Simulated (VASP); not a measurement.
A run of VASP 6.6.1:

INCAR

```
ALGO = Normal
EDIFF = 1E-6
ENCUT = 520
GGA = PS
ISIF = 2
ISMEAR = 0
LASPH = T
LCHARG = F
LREAL = F
LWAVE = F
NBANDS = 16
NELM = 80
PREC = Accurate
SIGMA = 0.15
```

The input KPOINTS:

```
k-points
0
Gamma
  16 16 16
```

POSCAR

```
InP
1.0
    0.0000000000      2.7657221691      3.0422943860
    2.7657221691      0.0000000000      3.0422943860
    2.7657221691      2.7657221691      0.0000000000
In P
1 1
Direct
    0.0000000000      0.0000000000      0.0000000000
    0.5000000000      0.5000000000      0.5000000000
```

Potentials or basis: VASP PAW PBE potentials, release 64 (In_d, P).

Launch:

```console
$ cat potpaw_PBE.64/In_d/POTCAR potpaw_PBE.64/P/POTCAR > POTCAR
$ mpirun -np 1 vasp_std > vasp.out
```

Hardware: 1 thread of Intel(R) Xeon(R) 6975P-C (Granite Rapids) (shared host).

**Question.** Estimate the wall time of this run.

**Answer.** It took 100 s on 1 thread of Intel(R) Xeon(R) 6975P-C (Granite Rapids) (shared host), peak memory 0.37 GiB. Counts: scf iterations 12, k points 349.
